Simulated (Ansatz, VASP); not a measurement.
## Two plane-wave programs on Bi

File INCAR:

```
ALGO = Fast ; EDIFF = 1E-6
ENCUT = 520 ; GGA = PS
ISIF = 2 ; ISMEAR = 0
LASPH = True ; LCHARG = False
LREAL = False ; LWAVE = False
NBANDS = 14 ; NELM = 80
PREC = Accurate ; SIGMA = 0.05
```

File KPOINTS:

```
k-points
0
Gamma
  12 12 12
```

The input POSCAR:

```
Bi
1.0
   -4.3774736921      4.3774736921      1.3532120096
    4.3774736921     -4.3774736921      1.3532120096
    4.3774736921      4.3774736921     -1.3532120096
Bi
1
Direct
    0.0000000000      0.0000000000      0.0000000000
```

Input for Ansatz:

```yaml
crystal:
  lattice:
    - [-4.3774736921, 4.3774736921, 1.3532120096]
    - [4.3774736921, -4.3774736921, 1.3532120096]
    - [4.3774736921, 4.3774736921, -1.3532120096]
  atoms:
    - { symbol: Bi, position: [0.0, 0.0, 0.0] }
basis:
  ecutwfc: 420
kpoints:
  mp_grid: { grid: [12, 12, 12] }
hamiltonian:
  xc: pbesol
scf:
  occupations: { method: gaussian, width: 0.05 }
output:
  forces: true
  stress: true
  eigenvalues: true
```

Alike in both runs: task single point; functional PBEsol; k mesh 12 × 12 × 12; occupations gaussian, width 0.05 eV; no spin polarisation.

|  | VASP | Ansatz |
| --- | --- | --- |
| version | VASP 6.6.1 | Ansatz 0.2.0 |
| potentials or method | VASP PAW PBE potentials, release 64 (Bi_d), cutoff 520 eV | scalar-relativistic, plane waves, PAW |
| valence electrons in the cell | 15 | 15 |

```tsv
	VASP	Ansatz	Ansatz less VASP
gap on the k mesh at the Fermi level (eV)	none	none	-
pressure (GPa)	2.1	2.1	+0.05
traceless stress, the component that is largest in VASP (GPa)	4.41	4.51	+0.103
```

VASP's potentials were made for PBE, not for PBEsol. A gap of «none» marks a metal or a gap that the smearing closes.

Spin-orbit coupling is off throughout.
